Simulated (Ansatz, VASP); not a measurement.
# Ga: VASP beside Ansatz

The input POSCAR:

```
Ga
1.0
   -1.6774982832      1.6774982832      1.6774982832
    1.6774982832     -1.6774982832      1.6774982832
    1.6774982832      1.6774982832     -1.6774982832
Ga
1
Direct
    0.0000000000      0.0000000000      0.0000000000
```

Contents of INCAR.step1:

```
SYSTEM = Ga
  PREC = Accurate
  ENCUT = 520
  EDIFF = 1E-5
  ISMEAR = 0
  SIGMA = 0.05
  LREAL = .False.
  LASPH = .True.
  NELM = 100
  ALGO = Normal
  ISIF = 2
  LWAVE = .True.
  LCHARG = .False.
  GGA = PE
  NBANDS = 12
```

The input INCAR.step2:

```
SYSTEM = Ga
  PREC = Accurate
  ENCUT = 520
  EDIFF = 1E-6
  ISMEAR = 0
  SIGMA = 0.05
  LREAL = .False.
  LASPH = .True.
  NELM = 100
  ALGO = Normal
  ISIF = 2
  LWAVE = .False.
  LCHARG = .False.
  GGA = PE
  LHFCALC = .True.
  HFSCREEN = 0.2079
  PRECFOCK = Normal
  ISTART = 1
  NBANDS = 12
```

Contents of KPOINTS:

```
regular mesh
0
Gamma
  8 8 8
  0 0 0
```

Input for Ansatz:

```yaml
crystal:
  lattice:
    - [-1.6774982832, 1.6774982832, 1.6774982832]
    - [1.6774982832, -1.6774982832, 1.6774982832]
    - [1.6774982832, 1.6774982832, -1.6774982832]
  atoms:
    - { symbol: Ga, position: [0.0, 0.0, 0.0] }
basis:
  ecutwfc: 600
  ecutrho_ratio: 5
kpoints:
  mp_grid: { grid: [8, 8, 8] }
  band_path:
    path:
      - [[0.0, 0.0, 0.0], [0.5, -0.5, 0.5], [0.0, 0.0, 0.5], [0.0, 0.0, 0.0], [0.25, 0.25, 0.25], [0.5, -0.5, 0.5]]
      - [[0.25, 0.25, 0.25], [0.0, 0.0, 0.5]]
    npoints: 4
hamiltonian:
  xc: hse06
scf:
  occupations: { method: gaussian, width: 0.05 }
output:
  forces: true
  stress: true
  eigenvalues: true
  populations: true
  dos: { projected: true, de: 0.02 }
  bader: false
```

Alike in both runs: task single point; functional HSE06; k mesh 8 × 8 × 8; occupations gaussian, width 0.05 eV; no spin polarisation.

|  | VASP | Ansatz |
| --- | --- | --- |
| version | VASP 6.6.1 | Ansatz 0.2.0 |
| potentials or method | VASP PAW PBE potentials, release 64 (Ga_d), cutoff 520 eV | scalar-relativistic, plane waves, PAW |
| valence electrons in the cell | 13 | 13 |

```tsv
	VASP	Ansatz	Ansatz less VASP
pressure (GPa)	0.3	0.0	-0.29
```

The functional is the same, so the differences come from potentials, cutoffs and numerics. Ansatz's warnings: filled band counts differ across k points, stress exchange threshold loose, stress scf threshold loose.
